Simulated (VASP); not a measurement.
# BiTe (R-3m) in VASP: further runs

The runs below take BiTe through single point, with PBEsol.

Everything below comes from runs of VASP 6.6.1. Logs are shortened: lines on timing, memory, paths and dates and some standing lists are left out, and cuts for length are marked.

## Step 1: The cell of the first run

The structure is trigonal, space group R-3m (No. 166). Conventional cell: a = 4.798 Å, b = 4.798 Å, c = 9.777 Å, α = 90.00°, β = 90.00°, γ = 120.00°. Within 4.3 Å of Bi (site symmetry -3m) lie 6 Te at 3.21 Å and 6 Bi at 4.28 Å. Te (site symmetry -3m) has 6 Bi at 3.21 Å and 6 Te at 4.28 Å within 4.3 Å.

## Step 2: Single point, PBEsol (strain +0.0200 x Voigt [0, 0, 1, 0, 0, 0])

INCAR

```
SYSTEM = BiTe
PREC     = Accurate       ! precision mode
ENCUT    = 520            ! plane-wave cutoff, eV
EDIFF    = 1E-6           ! SCF threshold, eV
ISMEAR   = 0              ! smearing method
SIGMA    = 0.15           ! smearing width, eV
LREAL    = .FALSE.        ! projectors in reciprocal space
LASPH    = .TRUE.         ! aspherical terms in the spheres
NELM     = 80             ! most SCF steps
ALGO     = Normal         ! electronic algorithm
ISIF     = 2              ! what is computed and relaxed
LWAVE    = .FALSE.        ! write WAVECAR
LCHARG   = .TRUE.         ! write CHGCAR
GGA      = PS             ! functional
LELF     = .TRUE.         ! ELF
LVHAR    = .TRUE.       
NBANDS   = 18             ! bands
```

KPOINTS

```
Automatic mesh
0
G
  18 18 18
  0 0 0
```

POSCAR

```
BiTe
1.0
    2.3992465521      1.3852056427      3.2590128528
   -2.3992465521      1.3852056427      3.2590128528
    0.0000000000     -2.7704112854      3.2590128528
Bi Te
1 1
Direct
    0.5000000000      0.5000000000      0.5000000000
    0.0000000000      0.0000000000      0.0000000000
```

Potentials or basis: VASP PAW PBE potentials, release 64 (Bi_d, Te).

On the command line:

```sh
> cat potpaw_PBE.64/Bi_d/POTCAR potpaw_PBE.64/Te/POTCAR > POTCAR
> mpirun -np 1 vasp_std > vasp.out
```

OUTCAR:

```text
SYSTEM = BiTe
   PREC = Accurate
   ENCUT = 520
   EDIFF = 1E-6
   ISMEAR = 0
   LREAL = .FALSE.
   LASPH = .TRUE.
   NELM = 80
   ISIF = 2
   GGA = PS

 ion  position               nearest neighbor table
   1  0.500  0.500  0.500-   2 3.21   2 3.21   2 3.21   2 3.21   2 3.21   2 3.21
   2  0.000  0.000  0.000-   1 3.21   1 3.21   1 3.21   1 3.21   1 3.21   1 3.21

  LATTYP: Found a trigonal (rhomboedric) cell.
 ALAT       =     4.2774225259
 COS(alpha) =     0.3707612640

  Lattice vectors:

 A1 = (   2.3992465521,   1.3852056427,   3.2590128528)
 A2 = (  -2.3992465521,   1.3852056427,   3.2590128528)
 A3 = (   0.0000000000,  -2.7704112854,   3.2590128528)

Analysis of symmetry for initial positions (statically):
=====================================================================
 Subroutine PRICEL returns:
 Original cell was already a primitive cell.

 Routine SETGRP: Setting up the symmetry group for a
 trigonal (rhombohedral) supercell.

 Subroutine GETGRP returns: Found 12 space group operations
 (whereof 12 operations were pure point group operations)
 out of a pool of 12 trial point group operations.

The static configuration has the point symmetry D_3d.

Analysis of symmetry for dynamics (positions and initial velocities):
=====================================================================
 Subroutine PRICEL returns:
 Original cell was already a primitive cell.

 Routine SETGRP: Setting up the symmetry group for a
 trigonal (rhombohedral) supercell.

 Subroutine GETGRP returns: Found 12 space group operations
 (whereof 12 operations were pure point group operations)
 out of a pool of 12 trial point group operations.

The dynamic configuration has the point symmetry D_3d.

 Subroutine INISYM returns: Found 12 space group operations
 (whereof 12 operations are pure point group operations),
 and found     1 'primitive' translations

----------------------------------------------------------------------------------------

                                     Primitive cell

  volume of cell :      64.9870

  direct lattice vectors                    reciprocal lattice vectors
     2.399246552  1.385205643  3.259012853     0.208398757  0.120319079  0.102280460
    -2.399246552  1.385205643  3.259012853    -0.208398757  0.120319079  0.102280460
     0.000000000 -2.770411285  3.259012853     0.000000000 -0.240638157  0.102280460

  length of vectors
     4.277422526  4.277422526  4.277422526     0.261472781  0.261472781  0.261472781

  position of ions in fractional coordinates (direct lattice)
     0.500000000  0.500000000  0.500000000
     0.000000000  0.000000000  0.000000000

  ion indices of the primitive-cell ions
   primitive index   ion index
                 1           1
                 2           2

----------------------------------------------------------------------------------------

 KPOINTS: Automatic mesh

Automatic generation of k-mesh.
 Grid dimensions read from file:
 generate k-points for:   18   18   18

 Generating k-lattice:

  Cartesian coordinates                     Fractional coordinates (reciprocal lattice)
     0.011577709  0.006684393  0.005682248     0.055555556  0.000000000  0.000000000
    -0.011577709  0.006684393  0.005682248     0.000000000  0.055555556  0.000000000
     0.000000000 -0.013368787  0.005682248     0.000000000  0.000000000  0.055555556

  Length of vectors
     0.014526266  0.014526266  0.014526266

  Shift w.r.t. Gamma in fractional coordinates (k-lattice)
     0.000000000  0.000000000  0.000000000

 Subroutine IBZKPT returns following result:
 ===========================================

 Found    580 irreducible k-points:

 Following reciprocal coordinates:
            Coordinates               Weight
  0.000000  0.000000  0.000000      1.000000
  0.055556 -0.000000  0.000000      6.000000
  0.111111 -0.000000  0.000000      6.000000
  0.166667 -0.000000  0.000000      6.000000
  0.222222 -0.000000  0.000000      6.000000
  0.277778  0.000000  0.000000      6.000000
[... 16 lines left out ...]
 -0.277778  0.055556 -0.000000     12.000000
 -0.222222  0.055556  0.000000     12.000000
 [... further k-points ...]
   k-points           NKPTS =    580   k-points in BZ     NKDIM =    580   number of bands    NBANDS=     18
   number of dos      NEDOS =    301   number of ions     NIONS =      2
   total plane-waves  NPLWV =  32768
   dimension x,y,z NGX =    32 NGY =   32 NGZ =   32
   dimension x,y,z NGXF=    64 NGYF=   64 NGZF=   64
   ions per type =               1   1
   NGX,Y,Z   is equivalent  to a cutoff of  12.44, 12.44, 12.44 a.u.
   NGXF,Y,Z  is equivalent  to a cutoff of  24.87, 24.87, 24.87 a.u.
 SYSTEM =  BiTe
   PREC   = accura    normal or accurate (medium, high low for compatibility)
   ISTART =      0    job   : 0-new  1-cont  2-samecut
   ICHARG =      2    charge: 1-file 2-atom 10-const
   ISPIN  =      1    spin polarized calculation?
   LNONCOLLINEAR =      F non collinear calculations
   LSORBIT =      F    spin-orbit coupling
   LASPH  =      T    aspherical Exc in radial PAW
   ENCUT  =  520.0 eV  38.22 Ry    6.18 a.u.   7.95  7.95  7.95*2*pi/ulx,y,z
   NELM   =     80;   NELMIN=  2; NELMDL= -5     # of ELM steps
   EDIFF  = 0.1E-05   stopping-criterion for ELM
   LREAL  =      F    real-space projection
   EDIFFG = 0.1E-04   stopping-criterion for IOM
   NSW    =      0    number of steps for IOM
   IBRION =     -1    ionic relax: 0-MD 1-quasi-New 2-CG
   NFREE  =      0    steps in history (QN), initial steepest desc. (CG)
   ISIF   =      2    stress and relaxation
   ISYM   =      2    0-nonsym 1-usesym 2-fastsym
   POTIM  = 0.5000    time-step for ionic-motion
   TEBEG  =    0.0;   TEEND  =   0.0 temperature during run
   PSTRESS=    0.0 pullay stress
   NELECT =      21.0000    total number of electrons
   NUPDOWN=      -1.0000    fix difference up-down
   EMIN   =  10.00;   EMAX   =-10.00  energy-range for DOS
   EFERMI =   0.00;   METHOD = LEGACY
   ISMEAR =     0;   SIGMA  =   0.15  broadening in eV -4-tet -1-fermi 0-gaus
   EFERMI_NEDOS =   21; number of points for ismear=-14 and -15
   IALGO  =     38    algorithm
   IMIX   =      4    mixing-type and parameters
     AMIX     =   0.40;   BMIX     =  1.00
     AMIX_MAG =   1.60;   BMIX_MAG =  1.00
  volume/ion in A,a.u.               =      32.49       219.28
  Fermi-wavevector in a.u.,A,eV,Ry     =   1.123412  2.122941 17.171298  1.262055
  Thomas-Fermi vector in A             =   2.260078
   LORBIT       =      0    0 simple, 1 ext, 2 COOP (PROOUT), +10 PAW based schemes
   GGA     = PS    functional components
   LHFCALC =     F    Hartree Fock is set to
   AEXX    =    0.0000 exact exchange contribution
   IVDW    =     0    specifies the selected vdW correction
   LEPSILON=     F    determine dielectric tensor
   LRPA    =     F    only Hartree local field effects (RPA)
 non-spin polarized calculation
 Gauss-broadening in eV      SIGMA  =   0.15
  energy-cutoff  :      520.00
  volume of cell :       64.99
 maximum number of plane-waves:      1770
   NGX = 15   NGY = 15   NGZ = 15

 number of electron      21.0000007 magnetization

 Free energy of the ion-electron system (eV)
  ---------------------------------------------------
  ext. energy  EPLUGINS =         0.00000000
  ---------------------------------------------------
  free energy    TOTEN  =        -8.01389041 eV

  energy without entropy =       -8.00029697  energy(sigma->0) =       -8.00709369

 E-fermi :   6.9476     XC(G=0):  -9.7994

 val. band max:        6.9457750613   @ k =  -0.4444   0.2222   0.2222
 cond. band min:       6.9569925729   @ k =  -0.2778   0.2222  -0.0000
 fundamental gap:      0.0112175116
 Fermi energy:         6.9475522293

 k-point     1 :       0.0000    0.0000    0.0000
  band No.  band energies     occupation
      1     -16.1833      2.00000
      2     -16.1833      2.00000
      3     -16.1747      2.00000
      4     -16.1747      2.00000
      5     -16.1569      2.00000
      6      -6.7824      2.00000
[... 10 lines left out ...]
     17      13.7407      0.00000
     18      13.8677      0.00000

 k-point     2 :       0.0556   -0.0000    0.0000
  band No.  band energies     occupation
      1     -16.1833      2.00000
      2     -16.1833      2.00000
      3     -16.1749      2.00000
      4     -16.1744      2.00000
      5     -16.1568      2.00000
      6      -6.7548      2.00000
[... 10 lines left out ...]
     17      13.5698      0.00000
     18      14.0413      0.00000

 k-point     3 :       0.1111   -0.0000    0.0000
  band No.  band energies     occupation
      1     -16.1833      2.00000
      2     -16.1831      2.00000
      3     -16.1754      2.00000
      4     -16.1736      2.00000
      5     -16.1566      2.00000
      6      -6.6722      2.00000
[... 10 lines left out ...]
     17      13.9944      0.00000
     18      14.4071      0.00000

 k-point     4 :       0.1667   -0.0000    0.0000
  band No.  band energies     occupation
      1     -16.1834      2.00000
      2     -16.1829      2.00000
      3     -16.1762      2.00000
      4     -16.1723      2.00000
      5     -16.1563      2.00000
      6      -6.5352      2.00000
[... 10 lines left out ...]
     17      14.6093      0.00000
     18      15.0103      0.00000

 k-point     5 :       0.2222   -0.0000    0.0000
  band No.  band energies     occupation
      1     -16.1835      2.00000
      2     -16.1828      2.00000
      3     -16.1770      2.00000
      4     -16.1708      2.00000
      5     -16.1556      2.00000
      6      -6.3446      2.00000
[... 10 lines left out ...]
     17      15.2309      0.00000
     18      15.7784      0.00000

 k-point     6 :       0.2778    0.0000    0.0000
  band No.  band energies     occupation
      1     -16.1838      2.00000
      2     -16.1830      2.00000
      3     -16.1775      2.00000
      4     -16.1694      2.00000
      5     -16.1547      2.00000
      6      -6.1021      2.00000
[... 10 lines left out ...]
     17      15.7240      0.00000
     18      16.5169      0.00000

 k-point     7 :       0.3333   -0.0000    0.0000
  band No.  band energies     occupation
      1     -16.1841      2.00000
      2     -16.1835      2.00000
      3     -16.1776      2.00000
      4     -16.1683      2.00000
      5     -16.1536      2.00000
      6      -5.8100      2.00000
[... 10 lines left out ...]
     17      15.8068      0.00000
     18      16.6685      0.00000

 k-point     8 :       0.3889   -0.0000    0.0000
  band No.  band energies     occupation
      1     -16.1844      2.00000
      2     -16.1842      2.00000
      3     -16.1775      2.00000
      4     -16.1675      2.00000
      5     -16.1525      2.00000
      6      -5.4716      2.00000
[... 10 lines left out ...]
     17      15.8871      0.00000
     18      16.2953      0.00000
[... 229 lines left out ...]
     17      15.2088      0.00000
     18      17.8516      0.00000

 k-point    20 :      -0.4444    0.0556   -0.0000
  band No.  band energies     occupation
      1     -16.1848      2.00000
      2     -16.1847      2.00000
      3     -16.1771      2.00000
      4     -16.1670      2.00000
      5     -16.1517      2.00000
      6      -4.9596      2.00000
[... 10 lines left out ...]
     17      15.1076      0.00000
     18      17.0735      0.00000

 k-point    21 :      -0.3889    0.0556    0.0000
  band No.  band energies     occupation
      1     -16.1846      2.00000
      2     -16.1841      2.00000
      3     -16.1772      2.00000
      4     -16.1675      2.00000
      5     -16.1525      2.00000
      6      -5.3428      2.00000
[... 10 lines left out ...]
     17      15.6882      0.00000
     18      16.2588      0.00000

 k-point    22 :      -0.3333    0.0556   -0.0000
  band No.  band energies     occupation
      1     -16.1844      2.00000
      2     -16.1833      2.00000
      3     -16.1773      2.00000
      4     -16.1683      2.00000
      5     -16.1535      2.00000
      6      -5.6932      2.00000
[... 10 lines left out ...]
     17      15.5643      0.00000
     18      16.3874      0.00000

 k-point    23 :      -0.2778    0.0556   -0.0000
  band No.  band energies     occupation
      1     -16.1841      2.00000
      2     -16.1826      2.00000
      3     -16.1772      2.00000
      4     -16.1696      2.00000
      5     -16.1546      2.00000
      6      -5.9988      2.00000
[... 10 lines left out ...]
     17      15.6345      0.00000
     18      16.3340      0.00000

 k-point    24 :      -0.2222    0.0556    0.0000
  band No.  band energies     occupation
      1     -16.1838      2.00000
      2     -16.1823      2.00000
      3     -16.1768      2.00000
      4     -16.1711      2.00000
      5     -16.1554      2.00000
      6      -6.2556      2.00000
[... 10 lines left out ...]
     17      15.2546      0.00000
     18      15.8997      0.00000

 [... further k-points ...]

------------------------ aborting loop because EDIFF is reached ----------------------------------------

  FORCE on cell =-STRESS in cart. coord.  units (eV):
  Direction    XX          YY          ZZ          XY          YZ          ZX
  --------------------------------------------------------------------------------------
  -------------------------------------------------------------------------------------
  Total       -0.3250283     -0.3250283     -0.3524192      0.0000000     -0.0000000      0.0000000
  in kB       -8.0131880     -8.0131880     -8.6884789      0.0000000     -0.0000000      0.0000000
  external PRESSURE =      -8.2382850 kB  Pullay stress =       0.0000000 kB

 VOLUME and BASIS-vectors are now :
 -----------------------------------------------------------------------------
  energy-cutoff  :      520.00
  volume of cell :       64.99
      direct lattice vectors                 reciprocal lattice vectors
     2.399246552  1.385205643  3.259012853     0.208398757  0.120319079  0.102280460
    -2.399246552  1.385205643  3.259012853    -0.208398757  0.120319079  0.102280460
     0.000000000 -2.770411285  3.259012853     0.000000000 -0.240638157  0.102280460

 POSITION                                       TOTAL-FORCE (eV/Angst)
 -----------------------------------------------------------------------------------
      0.00000      0.00000      4.88852         0.000000      0.000000     -0.000000
      0.00000      0.00000      0.00000        -0.000000     -0.000000      0.000000
 -----------------------------------------------------------------------------------
    total drift:                               -0.000000      0.000000     -0.000000

  FREE ENERGIE OF THE ION-ELECTRON SYSTEM (eV)
  ---------------------------------------------------
  free  energy   TOTEN  =        -8.0138904114 eV

  energy  without entropy=       -8.0002969715  energy(sigma->0) =       -8.00709369
```

Run time: 2.4 min. Hardware: 1 thread of Intel Xeon 6975P-C (Granite Rapids), shared host; peak memory 0.72 GiB.

What came out:

```yaml
Free_energy: -8.0139 eV
Pressure: -0.8 GPa
Band_gap_on_the_k_mesh: zero (an odd number of electrons rules out a gap without spin polarisation)
```

Caveat: the cell differs from its parent crystal (strain +0.0200 x Voigt [0, 0, 1, 0, 0, 0]); the PAW data sets were made with another functional, which shifts forces and pressure a little; spin-orbit coupling is left out, which moves the levels of the heavy elements.

[end of part 1 of 2]
